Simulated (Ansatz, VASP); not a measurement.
## AlN: VASP beside Ansatz

```xyz
4
Lattice="3.0887 0.0000 0.0000 -1.5444 2.6749 0.0000 0.0000 0.0000 4.9438" Properties=species:S:1:pos:R:3 pbc="T T T"
Al   -0.0688    1.7833    0.0075
Al    1.6132    0.8916    2.4794
N     0.0614    1.7833    1.8958
N     1.4830    0.8916    4.3677
```

Change from the starting cell: mode 4 frozen in at -0.069 Å and mode 5 at +0.000 Å (largest displacements).

Alike in both runs: task single point; functional LDA; k mesh 9 × 9 × 6; occupations gaussian, width 0.05 eV; no spin polarisation.

|  | VASP | Ansatz |
| --- | --- | --- |
| version | VASP 6.6.1 | Ansatz 0.2.0 |
| potentials or method | VASP PAW LDA potentials, release 64 (Al, N), cutoff 520 eV | scalar-relativistic, plane waves, PAW |
| valence electrons in the cell | 16 | 16 |

Ansatz gave:

```
gap on the k mesh at the Fermi level (eV)                     : 4.36
least direct gap on the mesh (eV)                             : 4.36
pressure (GPa)                                                : -0.1
traceless stress, the component that is largest in VASP (GPa) : -0.31
rms of the force components (eV/Å)                            : 0.178
```

Q: Estimate VASP's values.

A: gap on the k mesh at the Fermi level (eV): 4.37; least direct gap on the mesh (eV): 4.37; pressure (GPa): 0.5; traceless stress, the component that is largest in VASP (GPa): -0.30; rms of the force components (eV/Å): 0.177.

LDA's correlation is that of Perdew and Zunger in VASP and of Perdew and Wang (1992) in Ansatz. Atom by atom the forces differ by 0.001 eV/Å (rms over components).
